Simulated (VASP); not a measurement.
**H4C5S3O7: single point with r2SCAN+D3(BJ)**

H4C5S3O7:

```xyz
38
Lattice="9.9160 0.0000 0.0000 0.0000 9.9160 0.0000 0.0000 0.0000 9.9160" Properties=species:S:1:pos:R:3 pbc="T T T"
O     1.5163    4.7775    6.5508
O     0.5155    6.7347    5.9115
O     5.6935    3.8540    3.6528
O     4.8386    4.8633    1.8666
O     5.2081    9.3488    7.6614
O     6.3458   10.6018    6.1318
O     2.2833    6.3591    1.9914
O     1.3054    7.9126    0.8185
O     7.6466    0.8375    3.4156
O     4.0751    6.6459    9.5502
O    10.1178    5.2018    9.4793
O     0.8284    2.6165    4.6451
O     4.2502    6.3611    5.3781
O     3.9595    3.8952    8.3275
C     1.2947    6.1622    6.5926
C     5.1458    3.8845    2.4666
C     5.3844   10.4026    6.7890
C     1.4465    7.3119    1.8460
C     8.1753    0.0310    4.0435
C     5.0870    6.2738    9.1388
C     9.4558    4.9180   10.4102
C     1.2619    2.0343    3.7386
C     4.1194    7.3946    4.8822
C     3.2121    3.0124    8.6279
H     0.9866    4.3633    5.8939
H     1.8690    6.6067    7.3627
H     5.6371    4.7631    3.9744
H     5.0700    2.8539    2.0274
H     6.0083    8.8723    7.7138
H     4.5330   11.0251    6.8834
H     2.7366    6.0837    1.1281
H     0.7906    7.4579    2.7691
S     8.8746   -1.0994    4.9001
S     6.4697    5.8103    8.5582
S     8.6151    4.4376   11.6651
S     1.6140    1.3809    2.3596
S     3.9586    8.8404    4.3271
S     2.3662    1.7340    8.9311
```

```yaml
Program: VASP 6.6.1
Task: single point
Functional: r2SCAN
Dispersion: D3(BJ)
Potentials_or_basis: VASP PAW PBE potentials, release 64 (O, C, H, S)
Cutoff: 520 eV
k_mesh: 1 × 1 × 1
Occupations: fermi-dirac, width 0.02 eV
Spin: no spin polarisation
```

```json
{
  "Pressure": "0.3 GPa",
  "Largest force": "3.985 eV/Å",
  "Band gap on the k mesh": "4.22 eV",
  "Dispersion energy per atom": "-0.024 eV"
}
```

Forces in eV/Å, atoms in the order of the input:
```
O    1.070  2.380  1.495
O   -1.149  0.801 -1.292
O    0.200 -0.179  1.157
O   -0.796  1.873 -0.892
O   -1.622  1.630 -0.534
O    1.440  0.278 -0.969
O    2.388 -3.189 -0.036
O   -0.539  1.263 -1.165
O   -0.603  1.170 -0.946
O   -1.111  0.339  0.367
O   -0.721 -0.110  0.863
O    0.140  0.193  1.045
O    0.219 -1.639  0.409
O   -1.936 -1.831  0.810
C    0.317 -3.223  0.255
C    0.299 -2.670 -1.171
C   -0.547 -1.390  1.831
C   -2.198  1.169  0.754
C    0.968 -1.932  1.507
C    1.924 -0.513 -0.748
C   -0.025 -0.550  0.366
C   -0.427 -0.210 -1.854
C   -0.208  2.050 -0.418
C    1.612  1.009 -0.843
H   -1.054 -0.541 -1.290
H    0.949  0.350  0.960
H    0.224  0.439  0.512
H    0.009  0.493  0.434
H    1.920 -1.264 -0.006
H   -1.184  0.814 -0.182
H   -0.531  0.893  1.308
H    0.886 -0.012 -0.715
S   -0.360  0.888 -0.779
S   -0.671  0.395  0.307
S    0.797  0.599 -1.180
S    0.225  0.007  0.898
S   -0.050 -0.441 -0.184
S    0.143  0.661 -0.077
```

Stress tensor (GPa, compression positive):
```
 0.64 -1.09  1.15
-1.09  0.12 -0.31
 1.15 -0.31  0.18
```

Levels at points of the mesh, in eV from the valence-band top:
```csv
k point,band 82,band 83,band 84,band 85,band 86,band 87
"(0.00, 0.00, 0.00)",-0.49,-0.35,0.00,4.22,4.47,4.56
```

It took 6.9 min on 1 thread of Intel(R) Xeon(R) 6975P-C (Granite Rapids) (shared host), peak memory 1.1 GiB.

Caveat: the k points lie up to 0.63 Å⁻¹ apart; the PAW data sets were made with another functional, which shifts forces and pressure a little.
